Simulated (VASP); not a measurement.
# LiCl (Fm-3m) in VASP: notebook, part 2 of 2

VASP 6.6.1.

## (4) Single point, r2SCAN

This run uses another cell than the first one, of 16.43 Å³/atom, 0.855 times its volume.

Input file POSCAR:

```
LiCl
1.0
    0.0000000000      2.5421223390      2.5421223390
    2.5421223390      0.0000000000      2.5421223390
    2.5421223390      2.5421223390      0.0000000000
Li Cl
1 1
Direct
    0.9880000000      0.8560000000      0.1630000000
    1.4880000000      1.3560000000      0.6630000000
```

Input file INCAR.step1:

```
SYSTEM = LiCl
ALGO = Normal
EDIFF = 1E-4
ENCUT = 520
GGA = PE
ISMEAR = 0
LASPH = .TRUE.
LCHARG = .FALSE.
LREAL = .FALSE.
LWAVE = .TRUE.
NBANDS = 12
NELM = 60
PREC = Accurate
SIGMA = 0.27211386245988
```

Input file INCAR.step2:

```
SYSTEM = LiCl
ALGO = Normal
EDIFF = 1E-7
ENCUT = 520
ISIF = 2
ISMEAR = 0
ISTART = 1
LASPH = .TRUE.
LCHARG = .FALSE.
LMIXTAU = .TRUE.
LREAL = .FALSE.
LWAVE = .FALSE.
METAGGA = R2SCAN
NBANDS = 12
NELM = 60
PREC = Accurate
SIGMA = 0.27211386245988
```

Input file KPOINTS:

```
k-points
0
G
  8 8 8
  0 0 0
```

Potentials or basis: VASP PAW PBE potentials, release 64 (Li_sv, Cl).

Launch:

```sh
$ cat potpaw_PBE.64/Li_sv/POTCAR potpaw_PBE.64/Cl/POTCAR > POTCAR
$ cp INCAR.step1 INCAR
$ mpirun -np 1 vasp_std > vasp.out
$ cp INCAR.step2 INCAR
$ mpirun -np 1 vasp_std > vasp.out
```

OUTCAR:

```text
SYSTEM = LiCl
   EDIFF = 1E-7
   ENCUT = 520
   ISIF = 2
   ISMEAR = 0
   ISTART = 1
   LASPH = .TRUE.
   LREAL = .FALSE.
   METAGGA = R2SCAN
   NELM = 60
   PREC = Accurate

 ion  position               nearest neighbor table
   1  0.988  0.856  0.163-   2 2.54   2 2.54   2 2.54   2 2.54   2 2.54   2 2.54
   2  0.488  0.356  0.663-   1 2.54   1 2.54   1 2.54   1 2.54   1 2.54   1 2.54

  LATTYP: Found a face centered cubic cell.
 ALAT       =     5.0842446780

  Lattice vectors:

 A1 = (   0.0000000000,   2.5421223390,   2.5421223390)
 A2 = (   2.5421223390,   0.0000000000,   2.5421223390)
 A3 = (   2.5421223390,   2.5421223390,   0.0000000000)

Analysis of symmetry for initial positions (statically):
=====================================================================
 Subroutine PRICEL returns:
 Original cell was already a primitive cell.

 Routine SETGRP: Setting up the symmetry group for a
 face centered cubic supercell.

 Subroutine GETGRP returns: Found 48 space group operations
 (whereof  1 operations were pure point group operations)
 out of a pool of 48 trial point group operations.

The static configuration has the point symmetry C_1 .
 The point group associated with its full space group is O_h .

Analysis of symmetry for dynamics (positions and initial velocities):
=====================================================================
 Subroutine PRICEL returns:
 Original cell was already a primitive cell.

 Routine SETGRP: Setting up the symmetry group for a
 face centered cubic supercell.

 Subroutine GETGRP returns: Found 48 space group operations
 (whereof  1 operations were pure point group operations)
 out of a pool of 48 trial point group operations.

The dynamic configuration has the point symmetry C_1 .
 The point group associated with its full space group is O_h .

 Subroutine INISYM returns: Found 48 space group operations
 (whereof  1 operations are pure point group operations),
 and found     1 'primitive' translations

----------------------------------------------------------------------------------------

                                     Primitive cell

  volume of cell :      32.8564

  direct lattice vectors                    reciprocal lattice vectors
     0.000000000  2.542122339  2.542122339    -0.196686049  0.196686049  0.196686049
     2.542122339  0.000000000  2.542122339     0.196686049 -0.196686049  0.196686049
     2.542122339  2.542122339  0.000000000     0.196686049  0.196686049 -0.196686049

  length of vectors
     3.595103889  3.595103889  3.595103889     0.340670231  0.340670231  0.340670231

  position of ions in fractional coordinates (direct lattice)
     0.988000000  0.856000000  0.163000000
     0.488000000  0.356000000  0.663000000

  ion indices of the primitive-cell ions
   primitive index   ion index
                 1           1
                 2           2

----------------------------------------------------------------------------------------

 KPOINTS: k-points

Automatic generation of k-mesh.
 Grid dimensions read from file:
 generate k-points for:    8    8    8

 Generating k-lattice:
[... 24 lines left out ...]
  0.125000  0.125000  0.000000      6.000000
[... 16 lines left out ...]
  0.500000  0.250000  0.125000     48.000000
 -0.375000  0.250000  0.125000     24.000000
 [... further k-points ...]
   k-points           NKPTS =     29   k-points in BZ     NKDIM =     29   number of bands    NBANDS=     12
   number of dos      NEDOS =    301   number of ions     NIONS =      2
   total plane-waves  NPLWV =  21952
   dimension x,y,z NGX =    28 NGY =   28 NGZ =   28
   dimension x,y,z NGXF=    56 NGYF=   56 NGZF=   56
   ions per type =               1   1
   NGX,Y,Z   is equivalent  to a cutoff of  12.95, 12.95, 12.95 a.u.
   NGXF,Y,Z  is equivalent  to a cutoff of  25.90, 25.90, 25.90 a.u.
 SYSTEM =  LiCl
   PREC   = accura    normal or accurate (medium, high low for compatibility)
   ISTART =      1    job   : 0-new  1-cont  2-samecut
   ICHARG =      0    charge: 1-file 2-atom 10-const
   ISPIN  =      1    spin polarized calculation?
   LNONCOLLINEAR =      F non collinear calculations
   LSORBIT =      F    spin-orbit coupling
   LASPH  =      T    aspherical Exc in radial PAW
   ENCUT  =  520.0 eV  38.22 Ry    6.18 a.u.   6.68  6.68  6.68*2*pi/ulx,y,z
   NELM   =     60;   NELMIN=  2; NELMDL=  0     # of ELM steps
   EDIFF  = 0.1E-06   stopping-criterion for ELM
   LREAL  =      F    real-space projection
   EDIFFG = 0.1E-05   stopping-criterion for IOM
   NSW    =      0    number of steps for IOM
   IBRION =     -1    ionic relax: 0-MD 1-quasi-New 2-CG
   NFREE  =      0    steps in history (QN), initial steepest desc. (CG)
   ISIF   =      2    stress and relaxation
   ISYM   =      2    0-nonsym 1-usesym 2-fastsym
   POTIM  = 0.5000    time-step for ionic-motion
   TEBEG  =    0.0;   TEEND  =   0.0 temperature during run
   PSTRESS=    0.0 pullay stress
   NELECT =      10.0000    total number of electrons
   NUPDOWN=      -1.0000    fix difference up-down
   EMIN   =  10.00;   EMAX   =-10.00  energy-range for DOS
   EFERMI =   0.00;   METHOD = LEGACY
   ISMEAR =     0;   SIGMA  =   0.27  broadening in eV -4-tet -1-fermi 0-gaus
   EFERMI_NEDOS =   21; number of points for ismear=-14 and -15
   IALGO  =     38    algorithm
   IMIX   =      4    mixing-type and parameters
     AMIX     =   0.40;   BMIX     =  1.00
     AMIX_MAG =   1.60;   BMIX_MAG =  1.00
  volume/ion in A,a.u.               =      16.43       110.86
  Fermi-wavevector in a.u.,A,eV,Ry     =   1.101206  2.080977 16.499154  1.212654
  Thomas-Fermi vector in A             =   2.237629
   LORBIT       =      0    0 simple, 1 ext, 2 COOP (PROOUT), +10 PAW based schemes
   METAGGA = R2SCAN    functional components
   LHFCALC =     F    Hartree Fock is set to
   AEXX    =    0.0000 exact exchange contribution
   IVDW    =     0    specifies the selected vdW correction
   LEPSILON=     F    determine dielectric tensor
   LRPA    =     F    only Hartree local field effects (RPA)
 non-spin polarized calculation
 Gauss-broadening in eV      SIGMA  =   0.27
  energy-cutoff  :      520.00
  volume of cell :       32.86
 maximum number of plane-waves:       905
   NGX = 13   NGY = 13   NGZ = 13

 number of electron      10.0000000 magnetization

 Free energy of the ion-electron system (eV)
  ---------------------------------------------------
  ext. energy  EPLUGINS =         0.00000000
  ---------------------------------------------------
  free energy    TOTEN  =       -12.58805676 eV

  energy without entropy =      -12.58805676  energy(sigma->0) =      -12.58805676

 E-fermi :   1.7293     XC(G=0):  -9.2860

 val. band max:        0.3939078258   @ k =   0.0000   0.0000   0.0000
 cond. band min:       7.8662369878   @ k =   0.0000   0.0000   0.0000
 fundamental gap:      7.4723291620
 Fermi energy:         1.7293336588

 k-point     1 :       0.0000    0.0000    0.0000
  band No.  band energies     occupation
      1     -44.3841      2.00000
      2     -13.6872      2.00000
      3       0.3936      2.00000
      4       0.3938      2.00000
      5       0.3939      2.00000
      6       7.8662      0.00000
      7      13.0763      0.00000
      8      13.0765      0.00000
      9      13.0770      0.00000
     10      15.8427      0.00000
     11      15.8436      0.00000
     12      16.4284      0.00000
[... 331 lines left out ...]
 k-point    24 :      -0.3750    0.2500    0.1250
  band No.  band energies     occupation
      1     -44.3806      2.00000
      2     -12.9416      2.00000
      3      -2.2805      2.00000
      4      -0.9874      2.00000
      5      -0.2289      2.00000
      6       9.4752      0.00000
      7      10.6060      0.00000
      8      11.8893      0.00000
      9      13.3301      0.00000
     10      17.0248      0.00000
     11      17.9304      0.00000
     12      19.7680      0.00000

 [... further k-points ...]

------------------------ aborting loop because EDIFF is reached ----------------------------------------

  FORCE on cell =-STRESS in cart. coord.  units (eV):
  Direction    XX          YY          ZZ          XY          YZ          ZX
  --------------------------------------------------------------------------------------
  -------------------------------------------------------------------------------------
  Total        0.0138923      0.0138923      0.0138923      0.0000000      0.0000000     -0.0000000
  in kB        0.6774297      0.6774297      0.6774297      0.0000000      0.0000000     -0.0000000
  external PRESSURE =       0.6774297 kB  Pullay stress =       0.0000000 kB

 VOLUME and BASIS-vectors are now :
 -----------------------------------------------------------------------------
  energy-cutoff  :      520.00
  volume of cell :       32.86
      direct lattice vectors                 reciprocal lattice vectors
     0.000000000  2.542122339  2.542122339    -0.196686049  0.196686049  0.196686049
     2.542122339  0.000000000  2.542122339     0.196686049 -0.196686049  0.196686049
     2.542122339  2.542122339  0.000000000     0.196686049  0.196686049 -0.196686049

 POSITION                                       TOTAL-FORCE (eV/Angst)
 -----------------------------------------------------------------------------------
      2.59042      2.92598      4.68767        -0.000000     -0.000000     -0.000000
      2.59042      2.92598      2.14555         0.000000      0.000000      0.000000
 -----------------------------------------------------------------------------------
    total drift:                                0.000017      0.000171      0.000041

  FREE ENERGIE OF THE ION-ELECTRON SYSTEM (eV)
  ---------------------------------------------------
  free  energy   TOTEN  =       -12.5880567556 eV

  energy  without entropy=      -12.5880567556  energy(sigma->0) =      -12.58805676
```

Wall time 52 s (1 thread of AMD EPYC 7R13 (Zen 3), shared host); peak memory 0.13 GiB.

What came out:

```
Free energy            : -12.5881 eV
Band gap on the k mesh : 7.47 eV, direct
```

Levels at points of the mesh, in eV from the valence-band top:
```tsv
k point	band 2	band 3	band 4	band 5	band 6	band 7	band 8	band 9
(0.00, 0.00, 0.00)	-14.08	0.00	0.00	0.00	7.47	12.68	12.68	12.68
(0.50, 0.00, 0.00)	-13.46	-2.95	-0.29	-0.29	7.57	10.32	10.33	14.51
(0.50, 0.50, 0.00)	-13.19	-3.06	-1.18	-1.17	8.84	8.89	13.82	15.64
```

Caveat: the cutoff is under 1.25 times the usual one of these potentials, so pressure, stress and relaxed cells hold a basis-set (Pulay) error; the PAW data sets were made with another functional, which shifts forces and pressure a little.

## (5) Single point, PBE

This run uses another cell than the first one, of 16.43 Å³/atom, 0.855 times its volume.

Input file INCAR:

```
SYSTEM = LiCl
PREC = Accurate ; ENCUT = 520
EDIFF = 1E-6 ; ISMEAR = 0
SIGMA = 0.1 ; LREAL = .False.
LASPH = .True. ; NELM = 60
ALGO = Normal ; ISIF = 2
LWAVE = .False. ; LCHARG = .True.
GGA = PE ; LELF = .True.
LVHAR = .True. ; NBANDS = 12
ISYM = 0
```

Input file KPOINTS:

```
Automatic mesh
0
Gamma
  3 4 9
  0 0 0
```

Input file POSCAR:

```
LiCl
1.0
    0.0000000000      2.5421223390      2.5421223390
    2.5421223390      0.0000000000      2.5421223390
    2.5421223390      2.5421223390      0.0000000000
Li Cl
1 1
Direct
    0.0000000000      0.0000000000      0.0000000000
    0.5000000000      0.5000000000      0.5000000000
```

Launch:

```sh
$ cat potpaw_PBE.64/Li_sv/POTCAR potpaw_PBE.64/Cl/POTCAR > POTCAR
$ mpirun -np 1 vasp_std > vasp.out
```

Run time: 18 s. Hardware: 1 thread of AMD EPYC 7R13 (Zen 3), shared host; peak memory 0.13 GiB.

It converged, with:

* Free energy: -7.3703 eV
* Band gap on the k mesh: 6.49 eV, direct

Levels at points of the mesh, in eV from the valence-band top:
```csv
k point,band 3,band 4,band 5,band 6,band 7,band 8
"(0.00, 0.00, 0.00)",0.00,0.00,0.00,6.49,11.95,11.95
"(0.00, 0.50, 0.00)",-2.92,-0.27,-0.27,6.78,9.51,9.51
```

Caveat: the k points lie up to 0.71 Å⁻¹ apart; the cutoff is under 1.25 times the usual one of these potentials, so pressure, stress and relaxed cells hold a basis-set (Pulay) error. A k mesh can miss the band edges.

## (6) The runs side by side

| level | k mesh | smearing | gap on the mesh (eV) |
| --- | --- | --- | --- |
| r2SCAN+D3(BJ) | 8 × 8 × 8 | gaussian 0.1 eV | 7.47 |
| r2SCAN | 8 × 8 × 8 | gaussian 0.272114 eV | 7.47 |
| PBE | 3 × 4 × 9 | gaussian 0.1 eV | 6.49 |

Alike in all rows: task single point; potentials or basis VASP PAW PBE potentials, release 64 (Li_sv, Cl); no spin polarisation; cell as given; cutoff (eV) 520.

Caveats: some runs use coarse meshes; the cutoff is under 1.25 times the usual one of these potentials, so pressure, stress and relaxed cells hold a basis-set (Pulay) error; the PAW data sets were made with another functional, which shifts forces and pressure a little (some runs).

Absolute energies hang on the potentials; compare differences alone.
